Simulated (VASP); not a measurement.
# Cu: single point with LDA

Crystal: Cu.

```
CELL_PARAMETERS angstrom
0.00000 1.75882 1.75882
1.75882 0.00000 1.75882
1.75882 1.75882 0.00000
ATOMIC_POSITIONS crystal
Cu 0.00000 0.00000 0.00000
```

```json
{"Program": "VASP 6.6.1", "Task": "single point", "Functional": "LDA", "Potentials or basis": "VASP PAW LDA potentials, release 64 (Cu)", "Cutoff": "520 eV", "k mesh": "15 × 15 × 15", "Occupations": "methfessel-paxton, width 0.01 eV", "Spin": "no spin polarisation", "Dipole correction": "no", "Further INCAR settings": "ALGO = Normal; EDIFF = 1e-06; NBANDS = 12"}
```

```yaml
Pressure: 0.7 GPa
```

Levels at points of the mesh, in eV from the Fermi level:
```
           k point  band 4  band 5  band 6  band 7  band 8  band 9
(0.00, 0.00, 0.00)   -3.42   -2.47   -2.47   23.25   26.38   26.38
```

It took 10 s on 1 thread of Intel Xeon 6975P-C, with other jobs on the host, peak memory 0.12 GiB.
